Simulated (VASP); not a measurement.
**TiAl3: single point with LDA**

Crystal: TiAl3.

```xyz
4
Lattice="3.9819 0.0000 0.0000 0.0000 3.9819 0.0000 0.0000 0.0000 3.9819" Properties=species:S:1:pos:R:3 pbc="T T T"
Ti    0.0000    0.0000    0.0000
Al    0.0000    1.9909    1.9909
Al    1.9909    0.0000    1.9909
Al    1.9909    1.9909    0.0000
```

```
Program                : VASP 6.6.1
Task                   : single point
Functional             : LDA
Potentials or basis    : VASP PAW LDA potentials, release 64 (Ti_sv, Al)
Cutoff                 : 520 eV
k mesh                 : 7 × 7 × 7
Occupations            : fermi-dirac, width 0.05 eV
Spin                   : no spin polarisation
Dipole correction      : no
Further INCAR settings : ALGO = Normal; EDIFF = 1e-06; NBANDS = 18
```

* Pressure: -5.6 GPa

Levels at points of the mesh, in eV from the Fermi level:
| k point | band 7 | band 8 | band 9 | band 10 | band 11 | band 12 | band 13 | band 14 |
| --- | --- | --- | --- | --- | --- | --- | --- | --- |
| (0.00, 0.00, 0.00) | -3.14 | -2.19 | -2.19 | -2.19 | 0.08 | 0.08 | 0.08 | 0.71 |

Run time: 15 s on 1 thread of Intel Xeon 6975P-C (shared host), peak memory 0.16 GiB.
